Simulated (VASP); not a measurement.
CrB2: single point with LDA

Crystal: CrB2.

```
CELL_PARAMETERS angstrom
2.94611 0.00000 0.00000
-1.47306 2.55141 0.00000
0.00000 0.00000 2.86304
ATOMIC_POSITIONS crystal
Cr 0.00000 0.00000 0.00000
B 0.33333 0.66667 0.50000
B 0.66667 0.33333 0.50000
```

| Item | Value |
| --- | --- |
| Program | VASP 6.6.1 |
| Task | single point |
| Functional | LDA |
| Potentials or basis | VASP PAW LDA potentials, release 64 (Cr_pv, B) |
| Cutoff | 520 eV |
| k mesh | 18 × 18 × 14 |
| Occupations | fermi-dirac, width 0.15 eV |
| Spin | no spin polarisation |

```
Pressure               : 0.5 GPa
Band gap on the k mesh : zero (band 9 reaches 12.25 eV, above the bottom of band 10 at 10.27 eV)
```

Stress tensor (GPa, compression positive):
```
0.56 0.00 0.00
0.00 0.56 0.00
0.00 0.00 0.32
```

Levels at points of the mesh, in eV from the Fermi level:
| k point | band 5 | band 6 | band 7 | band 8 | band 9 | band 10 | band 11 | band 12 | band 13 | band 14 |
| --- | --- | --- | --- | --- | --- | --- | --- | --- | --- | --- |
| (0.00, 0.00, 0.00) | -4.62 | -4.62 | -3.78 | -2.24 | -0.33 | -0.33 | 2.70 | 2.70 | 4.74 | 4.74 |
| (0.50, 0.00, 0.00) | -10.84 | -4.71 | -4.08 | -4.04 | -0.71 | 0.14 | 0.72 | 3.84 | 5.12 | 6.31 |
| (0.00, 0.00, 0.50) | -9.61 | -2.59 | -2.59 | -1.62 | -1.62 | -1.45 | -1.45 | 0.41 | 5.12 | 5.78 |
| (0.50, 0.00, 0.50) | -8.68 | -6.42 | -5.57 | -4.96 | 0.39 | 0.55 | 2.95 | 3.10 | 3.90 | 5.12 |

Run time: 60 s on 1 thread of Intel(R) Xeon(R) Platinum 8259CL CPU @ 2.50GHz (Skylake/Cascade Lake), on a shared host, peak memory 0.21 GiB.

Spin polarisation is off, so any magnetic state and its effect on volume and gap are missing.
